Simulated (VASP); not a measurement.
# LiSb7 (P-62m) in VASP: relaxation of cell and atoms with PBE

Aim: the relaxation of cell and atoms of LiSb7 with PBE.

All numbers are computed with VASP 6.6.1; they aren't measurements. Logs are shortened: lines on timing, memory, paths and dates and some standing lists are left out, and cuts for length are marked.

### Step 1. The cell of the first run

The structure is hexagonal, space group P-62m (No. 189). The conventional cell has a = 6.336 Å, b = 6.336 Å, c = 6.401 Å, α = 90.00°, β = 90.00°, γ = 120.00°. Within 4.1 Å of Li (site symmetry -62m) lie 14 Sb at 3.15 to 3.92 Å. Sb (site symmetry m) has 8 Sb at 3.12 to 3.95 Å and 2 Li at 3.15 to 3.92 Å within 4.1 Å. Within 4.2 Å of Sb (site symmetry -62m) lie 12 Sb at 3.19 to 3.95 Å and 2 Li at 3.20 Å.

### Step 2. Relaxation of cell and atoms, PBE

Input file INCAR:

```
SYSTEM = LiSb7
PREC = Accurate ; ENCUT = 600
EDIFF = 1E-6 ; ISMEAR = 0
SIGMA = 0.1 ; LREAL = .FALSE.
LASPH = .TRUE. ; NELM = 100
ALGO = Normal ; ISIF = 3
LWAVE = .FALSE. ; LCHARG = .FALSE.
GGA = PE ; IBRION = 2
NSW = 100 ; EDIFFG = -0.01
```

Input file KPOINTS:

```
regular mesh
0
G
  9 9 6
  0 0 0
```

Input file POSCAR:

```
LiSb7
1.0
    6.3357065071      0.0000000000      0.0000000000
   -3.1678532535      5.4868827861      0.0000000000
    0.0000000000      0.0000000000      6.4009385597
Li Sb
1 7
Direct
    0.0000000000      0.0000000000      0.5000000000
    0.4319427135      0.0000000000      0.7438679441
    0.0000000000      0.4319427135      0.7438679441
    0.5680572865      0.5680572865      0.7438679441
    0.4319427135      0.0000000000      0.2561320559
    0.0000000000      0.4319427135      0.2561320559
    0.5680572865      0.5680572865      0.2561320559
    0.0000000000      0.0000000000      0.0000000000
```

Potentials or basis: VASP PAW PBE potentials, release 64 (Li_sv, Sb).

The run is started by

```
$ cat potpaw_PBE.64/Li_sv/POTCAR potpaw_PBE.64/Sb/POTCAR > POTCAR
$ mpirun -np 1 vasp_std > vasp.out
```

OUTCAR:

```text
SYSTEM = LiSb7
   PREC = Accurate
   ENCUT = 600
   EDIFF = 1E-6
   ISMEAR = 0
   LREAL = .FALSE.
   LASPH = .TRUE.
   NELM = 100
   ISIF = 3
   GGA = PE
   IBRION = 2
   NSW = 100
   EDIFFG = -0.01

 ion  position               nearest neighbor table
   1  0.000  0.000  0.500-   2 3.15   5 3.15   3 3.15   6 3.15   4 3.15   7 3.15
   2  0.432  0.000  0.744-   5 3.12   1 3.15   8 3.19   4 3.25   4 3.25   3 3.25   3 3.25   5 3.28

   3  0.000  0.432  0.744-   6 3.12   1 3.15   8 3.19   4 3.25   4 3.25   2 3.25   2 3.25   6 3.28

   4  0.568  0.568  0.744-   7 3.12   1 3.15   8 3.19   3 3.25   2 3.25   3 3.25   2 3.25   7 3.28

   5  0.432  0.000  0.256-   2 3.12   1 3.15   8 3.19   7 3.25   7 3.25   6 3.25   6 3.25   2 3.28

   6  0.000  0.432  0.256-   3 3.12   1 3.15   8 3.19   7 3.25   7 3.25   5 3.25   5 3.25   3 3.28

   7  0.568  0.568  0.256-   4 3.12   1 3.15   8 3.19   6 3.25   5 3.25   6 3.25   5 3.25   4 3.28

   8  0.000  0.000  0.000-   2 3.19   5 3.19   3 3.19   6 3.19   4 3.19   7 3.19

  LATTYP: Found a hexagonal cell.
 ALAT       =     6.3357065071
 C/A-ratio  =     1.0102959398

  Lattice vectors:

 A1 = (   6.3357065071,   0.0000000000,   0.0000000000)
 A2 = (  -3.1678532535,   5.4868827861,   0.0000000000)
 A3 = (   0.0000000000,   0.0000000000,   6.4009385597)

Analysis of symmetry for initial positions (statically):
=====================================================================
 Subroutine PRICEL returns:
 Original cell was already a primitive cell.

 Routine SETGRP: Setting up the symmetry group for a
 hexagonal supercell.

 Subroutine GETGRP returns: Found 12 space group operations
 (whereof 12 operations were pure point group operations)
 out of a pool of 24 trial point group operations.

The static configuration has the point symmetry D_3h.

Analysis of symmetry for dynamics (positions and initial velocities):
=====================================================================
 Subroutine PRICEL returns:
 Original cell was already a primitive cell.

 Routine SETGRP: Setting up the symmetry group for a
 hexagonal supercell.

 Subroutine GETGRP returns: Found 12 space group operations
 (whereof 12 operations were pure point group operations)
 out of a pool of 24 trial point group operations.

The dynamic configuration has the point symmetry D_3h.

 Subroutine INISYM returns: Found 12 space group operations
 (whereof 12 operations are pure point group operations),
 and found     1 'primitive' translations

----------------------------------------------------------------------------------------

                                     Primitive cell

  volume of cell :     222.5176

  direct lattice vectors                    reciprocal lattice vectors
     6.335706507  0.000000000  0.000000000     0.157835594  0.091126423  0.000000000
    -3.167853254  5.486882786  0.000000000     0.000000000  0.182252845  0.000000000
     0.000000000  0.000000000  6.400938560     0.000000000  0.000000000  0.156227089

  length of vectors
     6.335706507  6.335706507  6.400938560     0.182252845  0.182252845  0.156227089

  position of ions in fractional coordinates (direct lattice)
     0.000000000  0.000000000  0.500000000
     0.431942713  0.000000000  0.743867944
     0.000000000  0.431942713  0.743867944
     0.568057287  0.568057287  0.743867944
     0.431942713  0.000000000  0.256132056
     0.000000000  0.431942713  0.256132056
     0.568057287  0.568057287  0.256132056
     0.000000000  0.000000000  0.000000000

  ion indices of the primitive-cell ions
   primitive index   ion index
                 1           1
                 2           2
                 3           3
                 4           4
                 5           5
                 6           6
                 7           7
                 8           8

----------------------------------------------------------------------------------------

 KPOINTS: regular mesh

Automatic generation of k-mesh.
 Grid dimensions read from file:
 generate k-points for:    9    9    6

 Generating k-lattice:

  Cartesian coordinates                     Fractional coordinates (reciprocal lattice)
     0.017537288  0.010125158  0.000000000     0.111111111  0.000000000  0.000000000
     0.000000000  0.020250316  0.000000000     0.000000000  0.111111111  0.000000000
     0.000000000  0.000000000  0.026037848     0.000000000  0.000000000  0.166666667

  Length of vectors
     0.020250316  0.020250316  0.026037848

  Shift w.r.t. Gamma in fractional coordinates (k-lattice)
     0.000000000  0.000000000  0.000000000

 Subroutine IBZKPT returns following result:
 ===========================================

 Found     48 irreducible k-points:

 Following reciprocal coordinates:
            Coordinates               Weight
  0.000000  0.000000  0.000000      1.000000
  0.111111 -0.000000  0.000000      6.000000
  0.222222 -0.000000  0.000000      6.000000
  0.333333 -0.000000  0.000000      6.000000
  0.444444 -0.000000  0.000000      6.000000
  0.111111  0.111111  0.000000      6.000000
[... 16 lines left out ...]
  0.333333  0.222222  0.166667     24.000000
  0.333333  0.333333  0.166667      4.000000
 [... further k-points ...]
   k-points           NKPTS =     48   k-points in BZ     NKDIM =     48   number of bands    NBANDS=     24
   number of dos      NEDOS =    301   number of ions     NIONS =      8
   total plane-waves  NPLWV = 157464
   dimension x,y,z NGX =    54 NGY =   54 NGZ =   54
   dimension x,y,z NGXF=   108 NGYF=  108 NGZF=  108
   ions per type =               1   7
   NGX,Y,Z   is equivalent  to a cutoff of  14.17, 14.17, 14.02 a.u.
   NGXF,Y,Z  is equivalent  to a cutoff of  28.34, 28.34, 28.05 a.u.
 SYSTEM =  LiSb7
   PREC   = accura    normal or accurate (medium, high low for compatibility)
   ISTART =      0    job   : 0-new  1-cont  2-samecut
   ICHARG =      2    charge: 1-file 2-atom 10-const
   ISPIN  =      1    spin polarized calculation?
   LNONCOLLINEAR =      F non collinear calculations
   LSORBIT =      F    spin-orbit coupling
   LASPH  =      T    aspherical Exc in radial PAW
   ENCUT  =  600.0 eV  44.10 Ry    6.64 a.u.  12.65 12.65 12.78*2*pi/ulx,y,z
   NELM   =    100;   NELMIN=  2; NELMDL= -5     # of ELM steps
   EDIFF  = 0.1E-05   stopping-criterion for ELM
   LREAL  =      F    real-space projection
   EDIFFG = -.1E-01   stopping-criterion for IOM
   NSW    =    100    number of steps for IOM
   IBRION =      2    ionic relax: 0-MD 1-quasi-New 2-CG
   NFREE  =      1    steps in history (QN), initial steepest desc. (CG)
   ISIF   =      3    stress and relaxation
   ISYM   =      2    0-nonsym 1-usesym 2-fastsym
   POTIM  = 0.5000    time-step for ionic-motion
   TEBEG  =    0.0;   TEEND  =   0.0 temperature during run
   PSTRESS=    0.0 pullay stress
   NELECT =      38.0000    total number of electrons
   NUPDOWN=      -1.0000    fix difference up-down
   EMIN   =  10.00;   EMAX   =-10.00  energy-range for DOS
   EFERMI =   0.00;   METHOD = LEGACY
   ISMEAR =     0;   SIGMA  =   0.10  broadening in eV -4-tet -1-fermi 0-gaus
   EFERMI_NEDOS =   21; number of points for ismear=-14 and -15
   IALGO  =     38    algorithm
   IMIX   =      4    mixing-type and parameters
     AMIX     =   0.40;   BMIX     =  1.00
     AMIX_MAG =   1.60;   BMIX_MAG =  1.00
  volume/ion in A,a.u.               =      27.81       187.70
  Fermi-wavevector in a.u.,A,eV,Ry     =   0.908269  1.716380 11.224165  0.824953
  Thomas-Fermi vector in A             =   2.032175
   LORBIT       =      0    0 simple, 1 ext, 2 COOP (PROOUT), +10 PAW based schemes
   GGA     = PE    functional components
   LHFCALC =     F    Hartree Fock is set to
   AEXX    =    0.0000 exact exchange contribution
   IVDW    =     0    specifies the selected vdW correction
   LEPSILON=     F    determine dielectric tensor
   LRPA    =     F    only Hartree local field effects (RPA)
 conjugate gradient relaxation of ions
 non-spin polarized calculation
 Gauss-broadening in eV      SIGMA  =   0.10
  energy-cutoff  :      600.00
  volume of cell :      222.52
 maximum number of plane-waves:      7478
 NGX is ok and might be reduce to    54
   NGX = 25   NGY = 25   NGZ = 25

--------------------------------------- Ionic step        1  -------------------------------------------

 number of electron      37.9999998 magnetization

 Free energy of the ion-electron system (eV)
  ---------------------------------------------------
  ext. energy  EPLUGINS =         0.00000000
  ---------------------------------------------------
  free energy    TOTEN  =       -30.37630390 eV

  energy without entropy =      -30.34689543  energy(sigma->0) =      -30.36159966

------------------------ aborting loop because EDIFF is reached ----------------------------------------

  FORCE on cell =-STRESS in cart. coord.  units (eV):
  Direction    XX          YY          ZZ          XY          YZ          ZX
  --------------------------------------------------------------------------------------
  -------------------------------------------------------------------------------------
  Total        0.1436733      0.1436733     -1.0703571      0.0000000     -0.0000000      0.0000000
  in kB        1.0344804      1.0344804     -7.7068139      0.0000000     -0.0000000      0.0000000
  external PRESSURE =      -1.8792844 kB  Pullay stress =       0.0000000 kB
[... 107 lines left out ...]
  FREE ENERGIE OF THE ION-ELECTRON SYSTEM (eV)
  ---------------------------------------------------
  free  energy   TOTEN  =       -30.3911422343 eV

  energy  without entropy=      -30.3652654234  energy(sigma->0) =      -30.37820383

[... ionic steps 4 to 14 ...]

--------------------------------------- Ionic step       15  -------------------------------------------

 number of electron      38.0000001 magnetization

------------------------ aborting loop because EDIFF is reached ----------------------------------------

  FORCE on cell =-STRESS in cart. coord.  units (eV):
  Direction    XX          YY          ZZ          XY          YZ          ZX
  --------------------------------------------------------------------------------------
  -------------------------------------------------------------------------------------
  Total        0.0249300      0.0249300      0.1573106      0.0000000      0.0000000      0.0000000
  in kB        0.1800582      0.1800582      1.1361830      0.0000000      0.0000000      0.0000000
  external PRESSURE =       0.4987665 kB  Pullay stress =       0.0000000 kB
[... 69 lines left out ...]
  energy  without entropy=      -30.4013779612  energy(sigma->0) =      -30.41122787

--------------------------------------- Ionic step       17  -------------------------------------------

 number of electron      38.0000001 magnetization

 Free energy of the ion-electron system (eV)
  ---------------------------------------------------
  ext. energy  EPLUGINS =         0.00000000
  ---------------------------------------------------
  free energy    TOTEN  =       -30.42114315 eV

  energy without entropy =      -30.40128753  energy(sigma->0) =      -30.41121534

 E-fermi :   7.0295     XC(G=0):  -9.5827

 val. band max:        7.0260654124   @ k =   0.1111  -0.0000   0.0000
 cond. band min:       7.0590738320   @ k =   0.2222   0.2222   0.5000
 fundamental gap:      0.0330084196
 Fermi energy:         7.0294553848

 k-point     1 :       0.0000    0.0000    0.0000
  band No.  band energies     occupation
      1     -40.2677      2.00000
      2      -5.3188      2.00000
      3      -2.5530      2.00000
      4      -2.2911      2.00000
      5      -2.2911      2.00000
      6      -1.7243      2.00000
[... 637 lines left out ...]
     23       9.0693      0.00000
     24       9.1033      0.00000

 [... further k-points ...]

------------------------ aborting loop because EDIFF is reached ----------------------------------------

  FORCE on cell =-STRESS in cart. coord.  units (eV):
  Direction    XX          YY          ZZ          XY          YZ          ZX
  --------------------------------------------------------------------------------------
  -------------------------------------------------------------------------------------
  Total       -0.0133652     -0.0133652      0.0457227     -0.0000000     -0.0000000      0.0000000
  in kB       -0.0964416     -0.0964416      0.3299286     -0.0000000     -0.0000000      0.0000000
  external PRESSURE =       0.0456818 kB  Pullay stress =       0.0000000 kB
[... 23 lines left out ...]
  FREE ENERGIE OF THE ION-ELECTRON SYSTEM (eV)
  ---------------------------------------------------
  free  energy   TOTEN  =       -30.4211431462 eV

  energy  without entropy=      -30.4012875311  energy(sigma->0) =      -30.41121534

 reached required accuracy - stopping structural energy minimisation
```

It took 23 min on 1 thread of Intel Xeon 6975P-C (Granite Rapids), shared host; peak memory 0.57 GiB.

Results:

| Quantity | Value |
| --- | --- |
| Free energy | -30.4211 eV |
| Relaxed volume | 27.75 Å³/atom |
| Relaxed cell | a = 6.411 Å, b = 6.411 Å, c = 6.239 Å, α = 90.00°, β = 90.00°, γ = 120.00° |
| Space group after relaxing (to 0.05 Å) | P-62m (No. 189) |
| Energy gained by relaxing | 5.6 meV/atom |
| Ionic steps | 17 |
| Pressure after relaxing | 0.0 GPa |
| Largest force after relaxing | 0.005 eV/Å |
| Band gap on the k mesh | zero (band 19 reaches 7.99 eV, above the bottom of band 20 at 6.72 eV) |

Forces on the atoms (eV/Å):
```
Li   0.000  0.000  0.000
Sb   0.002  0.000  0.005
Sb  -0.001  0.002  0.005
Sb  -0.001 -0.002  0.005
Sb   0.002  0.000 -0.005
Sb  -0.001  0.002 -0.005
Sb  -0.001 -0.002 -0.005
Sb   0.000  0.000  0.000
```

The path:
```csv
step,energy change (eV),largest force (eV/Å),pressure (GPa),volume (Å³)
1,0.0000,0.0473,-0.19,222.52
2,-0.0069,0.0626,0.05,221.46
3,-0.0148,0.0953,0.64,218.97
4,-0.0179,0.0994,0.59,219.18
5,-0.0210,0.1096,0.48,219.62
6,-0.0241,0.1033,0.30,220.36
7,-0.0276,0.0887,-0.17,222.33
8,-0.0290,0.0841,-0.15,222.21
9,-0.0324,0.0714,-0.06,221.83
10,-0.0360,0.0497,0.13,221.07
11,-0.0379,0.0485,0.11,221.18
12,-0.0428,0.0353,0.07,221.51
13,-0.0424,0.0377,0.05,222.15
14,-0.0448,0.0073,0.05,221.80
15,-0.0448,0.0038,0.05,221.83
16,-0.0448,0.0052,0.05,221.81
17,-0.0448,0.0051,0.00,222.04
```

Final structure:
```
Li Sb
1.0
     6.41066    0.00000    0.00000
    -3.20533    5.55179    0.00000
     0.00000    0.00000    6.23859
Li Sb
1 7
Direct
  0.00000 0.00000 0.50000
  0.43637 0.00000 0.75385
  0.00000 0.43637 0.75385
  0.56363 0.56363 0.75385
  0.43637 0.00000 0.24615
  0.00000 0.43637 0.24615
  0.56363 0.56363 0.24615
  0.00000 0.00000 0.00000
```

Caveat: the cutoff is under 1.25 times the usual one of these potentials, so pressure, stress and relaxed cells hold a basis-set (Pulay) error; spin-orbit coupling is left out, which moves the levels of the heavy elements.
